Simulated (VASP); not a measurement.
A run of VASP 6.6.1:

File INCAR:

```
SYSTEM = TiAl
  ALGO = Normal
  EDIFF = 1E-6
  ENCUT = 520
  GGA = PS
  ISIF = 2
  ISMEAR = 0
  ISPIN = 2
  LASPH = .TRUE.
  LCHARG = .FALSE.
  LMAXMIX = 4
  LORBIT = 11
  LREAL = .FALSE.
  LWAVE = .FALSE.
  MAGMOM = 0.5 0
  NBANDS = 18
  NELM = 150
  NUPDOWN = 0.5
  PREC = Accurate
  SIGMA = 0.15
```

KPOINTS

```
k-points
0
G
  21 21 12
  0 0 0
```

File POSCAR:

```
TiAl
1.0
    2.7694960644      0.0000000000      0.0000000000
   -1.3847480322      2.3984539475      0.0000000000
    0.0000000000      0.0000000000      4.4925796926
Ti Al
1 1
Direct
    0.0000000000      0.0000000000      0.0000000000
    0.3333333333      0.6666666667      0.5000000000
```

Potentials or basis: VASP PAW PBE potentials, release 64 (Ti_sv, Al).

Launch:

```bash
$ cat potpaw_PBE.64/Ti_sv/POTCAR potpaw_PBE.64/Al/POTCAR > POTCAR
$ mpirun -np 1 vasp_std > vasp.out
```

Hardware: 1 thread of Intel(R) Xeon(R) Platinum 8559C (Emerald Rapids) (shared host).

**Question.** How long does it take, and how much memory?

**Answer.** Wall time 3.5 min on 1 thread of Intel(R) Xeon(R) Platinum 8559C (Emerald Rapids), on a shared host, peak memory 0.37 GiB. Counts: scf iterations 14, k points 336.
